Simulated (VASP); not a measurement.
# V (R-3m) in VASP: relaxation of cell and atoms with PBE

Aim: the relaxation of cell and atoms of V with PBE.

Program: VASP 6.6.1. These are calculated values, not measurements. Logs are shortened: lines on timing, memory, paths and dates and some standing lists are left out, and cuts for length are marked.

**1. The cell of the first run**

The structure is trigonal, space group R-3m (No. 166). Conventional cell: a = 2.611 Å, b = 2.611 Å, c = 7.033 Å, α = 90.00°, β = 90.00°, γ = 120.00°. V (site symmetry -3m) has 12 V at 2.61 to 2.79 Å within 3.4 Å.

**2. Relaxation of cell and atoms, PBE**

Input file INCAR:

```
PREC = Accurate
ENCUT = 600
EDIFF = 1E-6
ISMEAR = 0
SIGMA = 0.1
LREAL = F
LASPH = T
NELM = 100
ALGO = Fast
ISIF = 3
LWAVE = F
LCHARG = F
GGA = PE
IBRION = 2
NSW = 65
EDIFFG = -0.01
```

Input file KPOINTS:

```
Automatic mesh
0
Gamma
  18 18 7
```

Input file POSCAR:

```
V
1.0
    2.6105249404      0.0000000000      0.0000000000
   -1.3052624702      2.2607809156      0.0000000000
    0.0000000000      0.0000000000      7.0331003086
V
3
Direct
    0.0000000000      0.0000000000      0.0000000000
    0.3333333333      0.6666666667      0.3333333333
    0.6666666667      0.3333333333      0.6666666667
```

Potentials or basis: VASP PAW PBE potentials, release 64 (V_sv).

Launch:

```console
> cat potpaw_PBE.64/V_sv/POTCAR > POTCAR
> mpirun -np 1 vasp_std > vasp.out
```

OUTCAR:

```text
PREC = Accurate
   ENCUT = 600
   EDIFF = 1E-6
   ISMEAR = 0
   LREAL = F
   LASPH = T
   NELM = 100
   ISIF = 3
   GGA = PE
   IBRION = 2
   NSW = 65
   EDIFFG = -0.01

 ion  position               nearest neighbor table
   1  0.000  0.000  0.000-   2 2.79   3 2.79   3 2.79   2 2.79   3 2.79   2 2.79
   2  0.333  0.667  0.333-   1 2.79   1 2.79   1 2.79   3 2.79   3 2.79   3 2.79
   3  0.667  0.333  0.667-   1 2.79   1 2.79   1 2.79   2 2.79   2 2.79   2 2.79

  LATTYP: Found a hexagonal cell.
 ALAT       =     2.6105249404
 C/A-ratio  =     2.6941325860

  Lattice vectors:

 A1 = (   2.6105249404,   0.0000000000,   0.0000000000)
 A2 = (  -1.3052624702,   2.2607809156,   0.0000000000)
 A3 = (   0.0000000000,   0.0000000000,   7.0331003086)

Analysis of symmetry for initial positions (statically):
=====================================================================
 Subroutine PRICEL returns following result:

  LATTYP: Found a trigonal (rhomboedric) cell.
 ALAT       =     2.7870538274
 COS(alpha) =     0.5613329796

  Lattice vectors:

 A1 = (   1.3052624701,  -0.7535936385,   2.3443667693)
 A2 = (  -0.0000000001,   1.5071872771,   2.3443667693)
 A3 = (  -1.3052624699,  -0.7535936387,   2.3443667700)

   3 primitive cells build up your supercell.

 Routine SETGRP: Setting up the symmetry group for a
 hexagonal supercell.

 Subroutine GETGRP returns: Found 12 space group operations
 (whereof 12 operations were pure point group operations)
 out of a pool of 24 trial point group operations.

The static configuration has the point symmetry D_3d.

Analysis of symmetry for dynamics (positions and initial velocities):
=====================================================================
 Subroutine PRICEL returns following result:

  LATTYP: Found a trigonal (rhomboedric) cell.
 ALAT       =     2.7870538274
 COS(alpha) =     0.5613329796

  Lattice vectors:

 A1 = (   1.3052624701,  -0.7535936385,   2.3443667693)
 A2 = (  -0.0000000001,   1.5071872771,   2.3443667693)
 A3 = (  -1.3052624699,  -0.7535936387,   2.3443667700)

   3 primitive cells build up your supercell.

 Routine SETGRP: Setting up the symmetry group for a
 hexagonal supercell.

 Subroutine GETGRP returns: Found 12 space group operations
 (whereof 12 operations were pure point group operations)
[... 119 lines left out ...]
     AMIX     =   0.40;   BMIX     =  1.00
     AMIX_MAG =   1.60;   BMIX_MAG =  1.00
  volume/ion in A,a.u.               =      13.84        93.37
  Fermi-wavevector in a.u.,A,eV,Ry     =   1.603437  3.030057 34.980732  2.571011
  Thomas-Fermi vector in A             =   2.700100
   LORBIT       =      0    0 simple, 1 ext, 2 COOP (PROOUT), +10 PAW based schemes
   GGA     = PE    functional components
   LHFCALC =     F    Hartree Fock is set to
   AEXX    =    0.0000 exact exchange contribution
   IVDW    =     0    specifies the selected vdW correction
   LEPSILON=     F    determine dielectric tensor
   LRPA    =     F    only Hartree local field effects (RPA)
 conjugate gradient relaxation of ions
 non-spin polarized calculation
 RMM-DIIS sequential band-by-band and
 Gauss-broadening in eV      SIGMA  =   0.10
  energy-cutoff  :      600.00
  volume of cell :       41.51
 maximum number of plane-waves:      1399
 NGX is ok and might be reduce to    24
   NGX = 11   NGY = 11   NGZ = 29

--------------------------------------- Ionic step        1  -------------------------------------------

 number of electron      39.0000007 magnetization

 Free energy of the ion-electron system (eV)
  ---------------------------------------------------
  ext. energy  EPLUGINS =         0.00000000
  ---------------------------------------------------
  free energy    TOTEN  =       -26.25213973 eV

  energy without entropy =      -26.22349834  energy(sigma->0) =      -26.23781903

------------------------ aborting loop because EDIFF is reached ----------------------------------------

  FORCE on cell =-STRESS in cart. coord.  units (eV):
  Direction    XX          YY          ZZ          XY          YZ          ZX
  --------------------------------------------------------------------------------------
  -------------------------------------------------------------------------------------
  Total        0.4302827      0.4302827     -0.3140356      0.0000000      0.0000000      0.0000000
  in kB       16.6085349     16.6085349    -12.1214987      0.0000000      0.0000000      0.0000000
  external PRESSURE =       7.0318570 kB  Pullay stress =       0.0000000 kB
[... 92 lines left out ...]
  FREE ENERGIE OF THE ION-ELECTRON SYSTEM (eV)
  ---------------------------------------------------
  free  energy   TOTEN  =       -26.2572717388 eV

  energy  without entropy=      -26.2291020996  energy(sigma->0) =      -26.24318692

[... ionic steps 4 to 8 ...]

--------------------------------------- Ionic step        9  -------------------------------------------

 number of electron      38.9999992 magnetization

------------------------ aborting loop because EDIFF is reached ----------------------------------------
[... 69 lines left out ...]
--------------------------------------- Ionic step       11  -------------------------------------------

 number of electron      38.9999992 magnetization

 Free energy of the ion-electron system (eV)
  ---------------------------------------------------
  ext. energy  EPLUGINS =         0.00000000
  ---------------------------------------------------
  free energy    TOTEN  =       -26.26253733 eV

  energy without entropy =      -26.23608175  energy(sigma->0) =      -26.24930954

 E-fermi :   9.6216     XC(G=0): -12.7366

 val. band max:        9.6213322972   @ k =  -0.0556   0.3889   0.2857
 cond. band min:       9.6220868470   @ k =   0.3333   0.2778   0.0000
 fundamental gap:      0.0007545498
 Fermi energy:         9.6216175953

 k-point     1 :       0.0000    0.0000    0.0000
  band No.  band energies     occupation
      1     -54.4214      2.00000
      2     -54.3217      2.00000
      3     -54.3217      2.00000
      4     -28.3815      2.00000
      5     -28.3815      2.00000
      6     -27.8362      2.00000
[... 613 lines left out ...]
     22      10.6316      0.00000
     23      11.2403      0.00000

 [... further k-points ...]

------------------------ aborting loop because EDIFF is reached ----------------------------------------

  FORCE on cell =-STRESS in cart. coord.  units (eV):
  Direction    XX          YY          ZZ          XY          YZ          ZX
  --------------------------------------------------------------------------------------
  -------------------------------------------------------------------------------------
  Total        0.0249800      0.0249800      0.0002064      0.0000000      0.0000000      0.0000000
  in kB        0.9603118      0.9603118      0.0079350      0.0000000      0.0000000      0.0000000
  external PRESSURE =       0.6428529 kB  Pullay stress =       0.0000000 kB
[... 18 lines left out ...]
  FREE ENERGIE OF THE ION-ELECTRON SYSTEM (eV)
  ---------------------------------------------------
  free  energy   TOTEN  =       -26.2625373318 eV

  energy  without entropy=      -26.2360817493  energy(sigma->0) =      -26.24930954

 reached required accuracy - stopping structural energy minimisation
```

It took 51 min on 1 thread of Oxide Virtual Turin-like, shared host; peak memory 0.3 GiB.

Results:

```yaml
Free_energy: -26.2625 eV
Relaxed_volume: 13.89 Å³/atom
Relaxed_cell: a = 2.653 Å, b = 2.653 Å, c = 6.838 Å, α = 90.00°, β = 90.00°, γ = 120.00°
Space_group_after_relaxing_to_0.05_Å: R-3m (No. 166)
Energy_gained_by_relaxing: 3.5 meV/atom
Ionic_steps: 11
Pressure_after_relaxing: 0.1 GPa
```

Step by step:
```csv
step,energy change (eV),largest force (eV/Å),pressure (GPa),volume (Å³)
1,0.0000,0.0000,0.70,41.51
2,-0.0047,0.0000,-0.87,41.87
3,-0.0051,0.0000,-1.52,42.04
4,-0.0081,0.0000,-0.81,41.91
5,-0.0095,0.0000,-0.38,41.80
6,-0.0103,0.0000,0.45,41.59
7,-0.0103,0.0000,0.21,41.64
8,-0.0103,0.0000,0.34,41.63
9,-0.0104,0.0000,-0.14,41.73
10,-0.0104,0.0000,-0.12,41.69
11,-0.0104,0.0000,0.06,41.68
```

Final structure:
```
V
1.0
     2.65291    0.00000    0.00000
    -1.32646    2.29749    0.00000
     0.00000    0.00000    6.83776
V
3
Direct
  0.00000 0.00000 0.00000
  0.33333 0.66667 0.33333
  0.66667 0.33333 0.66667
```

Levels at points of the mesh, in eV from the Fermi level:
| k point | band 15 | band 16 | band 17 | band 18 | band 19 | band 20 | band 21 | band 22 | band 23 |
| --- | --- | --- | --- | --- | --- | --- | --- | --- | --- |
| (0.00, 0.00, 0.00) | -3.98 | -0.68 | -0.68 | -0.18 | 0.36 | 0.36 | 0.36 | 0.36 | 0.36 |
| (0.50, 0.00, 0.00) | -2.73 | -2.59 | -1.09 | -1.09 | -0.02 | -0.02 | 0.90 | 0.90 | 3.03 |
